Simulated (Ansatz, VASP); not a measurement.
TiC: VASP beside Ansatz

Contents of INCAR:

```
SYSTEM = TiC
PREC = Accurate
ENCUT = 520
EDIFF = 1E-6
ISMEAR = -1
SIGMA = 0.05
LREAL = .FALSE.
LASPH = .TRUE.
NELM = 80
ALGO = Normal
ISIF = 2
LWAVE = .FALSE.
LCHARG = .FALSE.
LDIPOL = .TRUE.
IDIPOL = 3
DIPOL = 0.5 0.5 0.500
GGA = PE
NBANDS = 42
```

Contents of KPOINTS:

```
regular mesh
0
G
  13 13 1
  0 0 0
```

POSCAR

```
TiC
1.0
    3.0637012674      0.0000000000      0.0000000000
    0.0000000000      3.0637012674      0.0000000000
    0.0000000000      0.0000000000     22.4991000000
Ti C
4 4
Direct
    0.0000000000      0.0000000000      0.3555699600
    0.5000000000      0.5000000000      0.4518566530
    0.0000000000      0.0000000000      0.5481433465
    0.5000000000      0.5000000000      0.6444300400
    0.5000000000      0.5000000000      0.3555699600
    0.0000000000      0.0000000000      0.4518566530
    0.5000000000      0.5000000000      0.5481433465
    0.0000000000      0.0000000000      0.6444300400
```

Input for Ansatz:

```yaml
crystal:
  lattice:
    - [3.0637012674, 0.0, 0.0]
    - [0.0, 3.0637012674, 0.0]
    - [0.0, 0.0, 22.4991]
  atoms:
    - { symbol: Ti, position: [0.0, 0.0, 0.35556996] }
    - { symbol: C, position: [0.5, 0.5, 0.35556996] }
    - { symbol: Ti, position: [0.5, 0.5, 0.451856653] }
    - { symbol: C, position: [0.0, 0.0, 0.451856653] }
    - { symbol: Ti, position: [0.0, 0.0, 0.5481433465] }
    - { symbol: C, position: [0.5, 0.5, 0.5481433465] }
    - { symbol: Ti, position: [0.5, 0.5, 0.64443004] }
    - { symbol: C, position: [0.0, 0.0, 0.64443004] }
kpoints:
  mp_grid: { grid: [13, 13, 1] }
scf:
  occupations: { method: fermi_dirac, width: 0.05 }
hamiltonian:
  xc: pbe
  pseudopotentials: { kind: all_electron, lapw: { basis_error: 0.001 } }
output:
  forces: true
  stress: true
  eigenvalues: true
  populations: true
  dos: { projected: true, de: 0.2, e_range: [-14, 8] }
efield:
  axis: 3
  amplitude: 0
  dipole_correction: true
```

Alike in both runs: task single point; functional PBE; k mesh 13 × 13 × 1; occupations fermi-dirac, width 0.05 eV; no spin polarisation.

|  | VASP | Ansatz |
| --- | --- | --- |
| version | VASP 6.6.1 | Ansatz 0.2.0 |
| potentials or method | VASP PAW PBE potentials, release 64 (Ti_sv, C), cutoff 520 eV | all-electron LAPW, scalar-relativistic |

```tsv
	VASP	Ansatz	Ansatz less VASP
rms of the force components (eV/Å)	0.515	0.514	-0.0001
```

Ansatz ran all-electron here, and VASP with PAW potentials. Ansatz's warnings: vacuum below fermi.
